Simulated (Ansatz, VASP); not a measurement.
## One calculation of Mo, two programs

```xyz
4
Lattice="2.1448 -3.6350 0.0000 2.1448 3.6350 0.0000 0.0000 0.0000 4.2952" Properties=species:S:1:pos:R:3 pbc="T T T"
Mo    2.1448    2.5263    0.3372
Mo    2.1448   -1.1087    1.8104
Mo    2.1448   -2.5263    3.9580
Mo    2.1448    1.1087    2.4848
```

Alike in both runs: task relaxation of cell and atoms; functional PBE; k mesh 6 × 6 × 4; occupations gaussian, width 0.1 eV; no spin polarisation.

|  | VASP | Ansatz |
| --- | --- | --- |
| version | VASP 6.6.1 | Ansatz 0.2.0 |
| potentials or method | VASP PAW PBE potentials, release 64 (Mo_sv), cutoff 600 eV | scalar-relativistic, plane waves, PAW |
| valence electrons in the cell | 56 | 56 |

```csv
,VASP,Ansatz,Ansatz less VASP
"gap on the k mesh at the Fermi level, each at its own relaxed structure (eV)",none,none,-
relaxed volume (Å³/atom),18.39,18.57,+0.179
relaxed cell length with the largest relative difference (Å),4.054,4.379,+0.3250
```

A gap of «none» marks a metal or a gap that the smearing closes. One of these differences is far larger than is usual between the two programs; its cause wasn't traced.

The k mesh is coarse, so the values compare programs but aren't converged.
